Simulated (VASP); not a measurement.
# MgO (Fm-3m) in VASP: notebook

MgO is run at these levels: PBE; tasks: single point.

Program: VASP 6.6.1. These are calculated values, not measurements. Logs are shortened: lines on timing, memory, paths and dates and some standing lists are left out, and cuts for length are marked.

### Step 1. The cell of the first run

It takes space group Fm-3m (No. 225, cubic). Conventional cell: a = 4.254 Å, b = 4.254 Å, c = 4.254 Å, α = 90.00°, β = 90.00°, γ = 90.00°. Within 2.8 Å of Mg (site symmetry m-3m) lie 6 O at 2.13 Å. Within 2.8 Å of O (site symmetry m-3m) lie 6 Mg at 2.13 Å.

### Step 2. Single point, PBE

INCAR reads:

```
SYSTEM = MgO
ALGO = Normal ; EDIFF = 1E-6
ENCUT = 600 ; GGA = PE
GGA_COMPAT = .False. ; ISIF = 2
ISMEAR = -1 ; LASPH = .True.
LCHARG = .False. ; LREAL = .False.
LWAVE = .False. ; NBANDS = 26
NELM = 120 ; PREC = Accurate
SIGMA = 0.1
```

KPOINTS reads:

```
k-points
0
Gamma
  2 2 2
  0 0 0
```

POSCAR reads:

```
MgO
1.0
    4.2542986000      0.0000000000      0.0000000000
    0.0000000000      4.2542986000      0.0000000000
    0.0000000000      0.0000000000      4.2542986000
Mg O
4 4
Direct
    0.5000000000      0.5000000000      0.0000000000
    0.0000000000      0.0000000000      0.0000000000
    0.5000000000      0.0000000000      0.5000000000
    0.0000000000      0.5000000000      0.5000000000
    0.5000000000      0.0000000000      0.0000000000
    0.0000000000      0.5000000000      0.0000000000
    0.5000000000      0.5000000000      0.5000000000
    0.0000000000      0.0000000000      0.5000000000
```

Potentials or basis: VASP PAW PBE potentials, release 64 (Mg, O).

Run with:

```bash
> cat potpaw_PBE.64/Mg/POTCAR potpaw_PBE.64/O/POTCAR > POTCAR
> mpirun -np 1 vasp_std > vasp.out
```

OUTCAR:

```text
SYSTEM = MgO
   EDIFF = 1E-6
   ENCUT = 600
   GGA = PE
   ISIF = 2
   ISMEAR = -1
   LASPH = .True.
   LREAL = .False.
   NELM = 120
   PREC = Accurate

 ion  position               nearest neighbor table
   1  0.500  0.500  0.000-   5 2.13   6 2.13   7 2.13   7 2.13   5 2.13   6 2.13   3 3.01   4 3.01
                             2 3.01   2 3.01   3 3.01   3 3.01   3 3.01   2 3.01   4 3.01   4 3.01
   2  0.000  0.000  0.000-   5 2.13   6 2.13   8 2.13   8 2.13   6 2.13   5 2.13   3 3.01   4 3.01
                             1 3.01   1 3.01   4 3.01   3 3.01   4 3.01   1 3.01   3 3.01   4 3.01
   3  0.500  0.000  0.500-   5 2.13   7 2.13   8 2.13   5 2.13   7 2.13   8 2.13   1 3.01   2 3.01
                             1 3.01   1 3.01   4 3.01   2 3.01   1 3.01   2 3.01   4 3.01   4 3.01
   4  0.000  0.500  0.500-   6 2.13   7 2.13   8 2.13   6 2.13   8 2.13   7 2.13   1 3.01   2 3.01
                             1 3.01   2 3.01   3 3.01   2 3.01   2 3.01   1 3.01   3 3.01   3 3.01
   5  0.500  0.000  0.000-   1 2.13   2 2.13   3 2.13   3 2.13   1 2.13   2 2.13
   6  0.000  0.500  0.000-   1 2.13   2 2.13   4 2.13   4 2.13   2 2.13   1 2.13
   7  0.500  0.500  0.500-   1 2.13   3 2.13   4 2.13   1 2.13   3 2.13   4 2.13
   8  0.000  0.000  0.500-   2 2.13   3 2.13   4 2.13   2 2.13   4 2.13   3 2.13

  LATTYP: Found a simple cubic cell.
 ALAT       =     4.2542986000

  Lattice vectors:

 A1 = (   4.2542986000,   0.0000000000,   0.0000000000)
 A2 = (   0.0000000000,   4.2542986000,   0.0000000000)
 A3 = (   0.0000000000,   0.0000000000,   4.2542986000)

Analysis of symmetry for initial positions (statically):
=====================================================================
 Subroutine PRICEL returns following result:

  LATTYP: Found a face centered cubic cell.
 ALAT       =     4.2542986000

  Lattice vectors:

 A1 = (   2.1271493000,  -2.1271493000,   0.0000000000)
 A2 = (   2.1271493000,   0.0000000000,   2.1271493000)
 A3 = (   0.0000000000,  -2.1271493000,   2.1271493000)

   4 primitive cells build up your supercell.

 Routine SETGRP: Setting up the symmetry group for a
 simple cubic supercell.

 Subroutine GETGRP returns: Found 48 space group operations
 (whereof 48 operations were pure point group operations)
 out of a pool of 48 trial point group operations.

The static configuration has the point symmetry O_h .

Analysis of symmetry for dynamics (positions and initial velocities):
=====================================================================
 Subroutine PRICEL returns following result:

  LATTYP: Found a face centered cubic cell.
 ALAT       =     4.2542986000

  Lattice vectors:

 A1 = (   2.1271493000,  -2.1271493000,   0.0000000000)
 A2 = (   2.1271493000,   0.0000000000,   2.1271493000)
 A3 = (   0.0000000000,  -2.1271493000,   2.1271493000)

   4 primitive cells build up your supercell.

 Routine SETGRP: Setting up the symmetry group for a
 simple cubic supercell.

 Subroutine GETGRP returns: Found 48 space group operations
 (whereof 48 operations were pure point group operations)
 out of a pool of 48 trial point group operations.

The dynamic configuration has the point symmetry O_h .

 Subroutine INISYM returns: Found 48 space group operations
 (whereof 48 operations are pure point group operations),
 and found     4 'primitive' translations

----------------------------------------------------------------------------------------

                                     Primitive cell

  volume of cell :      19.2497

  direct lattice vectors                    reciprocal lattice vectors
     2.127149300 -2.127149300  0.000000000     0.235056373 -0.235056373 -0.235056373
     2.127149300  0.000000000  2.127149300     0.235056373  0.235056373  0.235056373
     0.000000000 -2.127149300  2.127149300    -0.235056373 -0.235056373  0.235056373

  length of vectors
     3.008243389  3.008243389  3.008243389     0.407129581  0.407129581  0.407129581

  position of ions in fractional coordinates (direct lattice)
     0.000000000  1.000000000  0.000000000
     0.500000000  0.500000000  0.500000000

  ion indices of the primitive-cell ions
   primitive index   ion index
                 1           1
                 2           5

----------------------------------------------------------------------------------------

 KPOINTS: k-points

Automatic generation of k-mesh.
 Grid dimensions read from file:
 generate k-points for:    2    2    2

 Generating k-lattice:

  Cartesian coordinates                     Fractional coordinates (reciprocal lattice)
     0.117528187  0.000000000  0.000000000     0.500000000  0.000000000  0.000000000
     0.000000000  0.117528187  0.000000000     0.000000000  0.500000000  0.000000000
     0.000000000  0.000000000  0.117528187     0.000000000  0.000000000  0.500000000

  Length of vectors
     0.117528187  0.117528187  0.117528187

  Shift w.r.t. Gamma in fractional coordinates (k-lattice)
     0.000000000  0.000000000  0.000000000

 Subroutine IBZKPT returns following result:
 ===========================================

 Found      4 irreducible k-points:

 Following reciprocal coordinates:
            Coordinates               Weight
  0.000000  0.000000  0.000000      1.000000
  0.500000  0.000000  0.000000      3.000000
  0.500000  0.500000  0.000000      3.000000
  0.500000  0.500000  0.500000      1.000000
   k-points           NKPTS =      4   k-points in BZ     NKDIM =      4   number of bands    NBANDS=     26
   number of dos      NEDOS =    301   number of ions     NIONS =      8
   total plane-waves  NPLWV =  46656
   dimension x,y,z NGX =    36 NGY =   36 NGZ =   36
   dimension x,y,z NGXF=    72 NGYF=   72 NGZF=   72
   ions per type =               4   4
   NGX,Y,Z   is equivalent  to a cutoff of  14.07, 14.07, 14.07 a.u.
   NGXF,Y,Z  is equivalent  to a cutoff of  28.14, 28.14, 28.14 a.u.
 SYSTEM =  MgO
   PREC   = accura    normal or accurate (medium, high low for compatibility)
   ISTART =      0    job   : 0-new  1-cont  2-samecut
   ICHARG =      2    charge: 1-file 2-atom 10-const
   ISPIN  =      1    spin polarized calculation?
   LNONCOLLINEAR =      F non collinear calculations
   LSORBIT =      F    spin-orbit coupling
   LASPH  =      T    aspherical Exc in radial PAW
   ENCUT  =  600.0 eV  44.10 Ry    6.64 a.u.   8.50  8.50  8.50*2*pi/ulx,y,z
   NELM   =    120;   NELMIN=  2; NELMDL= -5     # of ELM steps
   EDIFF  = 0.1E-05   stopping-criterion for ELM
   LREAL  =      F    real-space projection
   EDIFFG = 0.1E-04   stopping-criterion for IOM
   NSW    =      0    number of steps for IOM
   IBRION =     -1    ionic relax: 0-MD 1-quasi-New 2-CG
   NFREE  =      0    steps in history (QN), initial steepest desc. (CG)
   ISIF   =      2    stress and relaxation
   ISYM   =      2    0-nonsym 1-usesym 2-fastsym
   POTIM  = 0.5000    time-step for ionic-motion
   TEBEG  =    0.0;   TEEND  =   0.0 temperature during run
   PSTRESS=    0.0 pullay stress
   NELECT =      32.0000    total number of electrons
   NUPDOWN=      -1.0000    fix difference up-down
   EMIN   =  10.00;   EMAX   =-10.00  energy-range for DOS
   EFERMI =   0.00;   METHOD = LEGACY
   ISMEAR =    -1;   SIGMA  =   0.10  broadening in eV -4-tet -1-fermi 0-gaus
   EFERMI_NEDOS =   21; number of points for ismear=-14 and -15
   IALGO  =     38    algorithm
   IMIX   =      4    mixing-type and parameters
     AMIX     =   0.40;   BMIX     =  1.00
     AMIX_MAG =   1.60;   BMIX_MAG =  1.00
  volume/ion in A,a.u.               =       9.62        64.95
  Fermi-wavevector in a.u.,A,eV,Ry     =   1.221697  2.308673 20.307289  1.492544
  Thomas-Fermi vector in A             =   2.356870
   LORBIT       =      0    0 simple, 1 ext, 2 COOP (PROOUT), +10 PAW based schemes
   GGA     = PE    functional components
   LHFCALC =     F    Hartree Fock is set to
   AEXX    =    0.0000 exact exchange contribution
   IVDW    =     0    specifies the selected vdW correction
   LEPSILON=     F    determine dielectric tensor
   LRPA    =     F    only Hartree local field effects (RPA)
 non-spin polarized calculation
  energy-cutoff  :      600.00
  volume of cell :       77.00
 maximum number of plane-waves:      2560
 NGX is ok and might be reduce to    36
   NGX = 17   NGY = 17   NGZ = 17

 number of electron      32.0000033 magnetization

 Free energy of the ion-electron system (eV)
  ---------------------------------------------------
  ext. energy  EPLUGINS =         0.00000000
  ---------------------------------------------------
  free energy    TOTEN  =       -47.58313710 eV

  energy without entropy =      -47.58313710  energy(sigma->0) =      -47.58313710

 E-fermi :   5.2121     XC(G=0): -10.9332

 val. band max:        2.9831132937   @ k =   0.0000   0.0000   0.0000
 cond. band min:       7.4152321070   @ k =   0.0000   0.0000   0.0000
 fundamental gap:      4.4321188134
 Fermi energy:         5.2121032541

 k-point     1 :       0.0000    0.0000    0.0000
  band No.  band energies     occupation
      1     -14.1310      2.00000
      2     -12.6714      2.00000
      3     -12.6714      2.00000
      4     -12.6714      2.00000
      5      -0.9854      2.00000
      6      -0.9854      2.00000
[... 18 lines left out ...]
     25      15.7625      0.00000
     26      15.7625      0.00000

 k-point     2 :       0.5000    0.0000    0.0000
  band No.  band energies     occupation
      1     -13.4198      2.00000
      2     -13.4198      2.00000
      3     -12.6232      2.00000
      4     -12.6232      2.00000
      5       0.1166      2.00000
      6       0.1166      2.00000
[... 18 lines left out ...]
     25      14.7762      0.00000
     26      14.7762      0.00000

 k-point     3 :       0.5000    0.5000    0.0000
  band No.  band energies     occupation
      1     -12.9856      2.00000
      2     -12.9856      2.00000
      3     -12.9856      2.00000
      4     -12.9856      2.00000
      5      -0.4283      2.00000
      6      -0.4283      2.00000
[... 18 lines left out ...]
     25      16.6419      0.00000
     26      16.6419      0.00000

 k-point     4 :       0.5000    0.5000    0.5000
  band No.  band energies     occupation
      1     -12.9196      2.00000
      2     -12.9196      2.00000
      3     -12.9196      2.00000
      4     -12.9196      2.00000
      5      -1.5107      2.00000
      6      -1.5107      2.00000
[... 18 lines left out ...]
     25      18.9719      0.00000
     26      18.9719      0.00000

------------------------ aborting loop because EDIFF is reached ----------------------------------------

  FORCE on cell =-STRESS in cart. coord.  units (eV):
  Direction    XX          YY          ZZ          XY          YZ          ZX
  --------------------------------------------------------------------------------------
  -------------------------------------------------------------------------------------
  Total       -0.4912105     -0.4912105     -0.4912105     -0.0000000     -0.0000000     -0.0000000
  in kB      -10.2210220    -10.2210220    -10.2210220     -0.0000000     -0.0000000     -0.0000000
  external PRESSURE =     -10.2210220 kB  Pullay stress =       0.0000000 kB

 VOLUME and BASIS-vectors are now :
 -----------------------------------------------------------------------------
  energy-cutoff  :      600.00
  volume of cell :       77.00
      direct lattice vectors                 reciprocal lattice vectors
     4.254298600  0.000000000  0.000000000     0.235056373  0.000000000  0.000000000
     0.000000000  4.254298600  0.000000000     0.000000000  0.235056373  0.000000000
     0.000000000  0.000000000  4.254298600     0.000000000  0.000000000  0.235056373

 POSITION                                       TOTAL-FORCE (eV/Angst)
 -----------------------------------------------------------------------------------
      2.12715      2.12715      0.00000         0.000000     -0.000000     -0.000000
      0.00000      0.00000      0.00000         0.000000     -0.000000      0.000000
      2.12715      0.00000      2.12715         0.000000      0.000000     -0.000000
      0.00000      2.12715      2.12715        -0.000000      0.000000     -0.000000
      2.12715      0.00000      0.00000        -0.000000      0.000000     -0.000000
      0.00000      2.12715      0.00000         0.000000     -0.000000      0.000000
      2.12715      2.12715      2.12715        -0.000000     -0.000000      0.000000
      0.00000      0.00000      2.12715        -0.000000      0.000000     -0.000000
 -----------------------------------------------------------------------------------
    total drift:                                0.000000      0.000000     -0.000000

  FREE ENERGIE OF THE ION-ELECTRON SYSTEM (eV)
  ---------------------------------------------------
  free  energy   TOTEN  =       -47.5831371033 eV

  energy  without entropy=      -47.5831371028  energy(sigma->0) =      -47.58313710
```

Run time: 31 s. Hardware: 1 thread of AMD EPYC 7R13, shared host; peak memory 0.17 GiB.

Results:

```yaml
Free_energy: -47.5831 eV
Pressure: -1.0 GPa
Band_gap_on_the_k_mesh: 4.43 eV
```

Caveat: the k points lie up to 0.74 Å⁻¹ apart. PBE gaps usually lie below the measured ones, often by a third to a half.

### Step 3. Single point, PBE

INCAR reads:

```
ALGO = Normal ; EDIFF = 1E-6
ENCUT = 600 ; GGA = PE
GGA_COMPAT = F ; ISIF = 2
ISMEAR = -1 ; LASPH = T
LCHARG = F ; LREAL = F
LWAVE = F ; NBANDS = 26
NELM = 120 ; PREC = Accurate
SIGMA = 0.1
```

KPOINTS reads:

```
k-points
0
Gamma
  2 2 2
```

POSCAR is that of step 2.

Potentials or basis: VASP PAW PBE potentials, release 64 (Mg, O).

Run with:

```bash
> cat potpaw_PBE.64/Mg/POTCAR potpaw_PBE.64/O/POTCAR > POTCAR
> mpirun -np 1 vasp_std > vasp.out
```

Wall time 34 s (1 thread of AMD EPYC 7R13, shared host); peak memory 0.17 GiB.

The run converged. Its results:

- Free energy: -47.5831 eV
- Pressure: -1.0 GPa
- Band gap on the k mesh: 4.43 eV

Levels at points of the mesh, in eV from the valence-band top:
```csv
k point,band 12,band 13,band 14,band 15,band 16,band 17,band 18,band 19,band 20,band 21
"(0.00, 0.00, 0.00)",-1.31,-1.31,0.00,0.00,0.00,4.43,9.07,9.07,9.07,9.63
"(0.50, 0.00, 0.00)",-1.72,-0.71,-0.71,-0.71,-0.71,7.76,7.76,11.07,11.07,11.44
"(0.50, 0.50, 0.00)",-1.93,-0.62,-0.62,-0.62,-0.62,9.20,9.20,9.20,9.20,11.59
"(0.50, 0.50, 0.50)",-0.62,-0.62,-0.62,-0.62,-0.62,7.70,7.70,7.70,7.70,12.26
```

Caveat: the k points lie up to 0.74 Å⁻¹ apart.
